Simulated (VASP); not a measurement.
Here is a VASP 6.6.1 calculation.

INCAR

```
SYSTEM = HfN
ALGO = Normal
EDIFF = 1E-6
ENCUT = 520
GGA = PS
ISIF = 2
ISMEAR = 0
LASPH = .True.
LCHARG = .True.
LELF = .True.
LREAL = .False.
LVHAR = .True.
LWAVE = .False.
NBANDS = 14
NELM = 100
PREC = Accurate
SIGMA = 0.15
```

The input KPOINTS:

```
k-points
0
Gamma
  18 18 18
  0 0 0
```

Contents of POSCAR:

```
HfN
1.0
    0.0000000000      2.2590000000      2.2590000000
    2.2590000000      0.0000000000      2.2590000000
    2.2590000000      2.2590000000      0.0000000000
Hf N
1 1
Direct
    0.0000000000      0.0000000000      0.0000000000
    0.4765236792      0.5000000000      0.5000000000
```

Potentials or basis: VASP PAW PBE potentials, release 64 (Hf_pv, N).

Command:

```bash
$ cat potpaw_PBE.64/Hf_pv/POTCAR potpaw_PBE.64/N/POTCAR > POTCAR
$ mpirun -np 1 vasp_std > vasp.out
```

Predict the pressure.

-4.4 GPa.

Predict the largest force.

0.865 eV/Å.

Forces in eV/Å, atoms in the order of the input:
```
Hf   0.000 -0.611 -0.611
N    0.000  0.611  0.611
```

Caveat: the cell differs from its parent crystal (all N atoms moved +0.075 Å, as atom 2 towards its neighbour atom 2 (N) at 3.195 Å); the PAW data sets were made with another functional, which shifts forces and pressure a little.
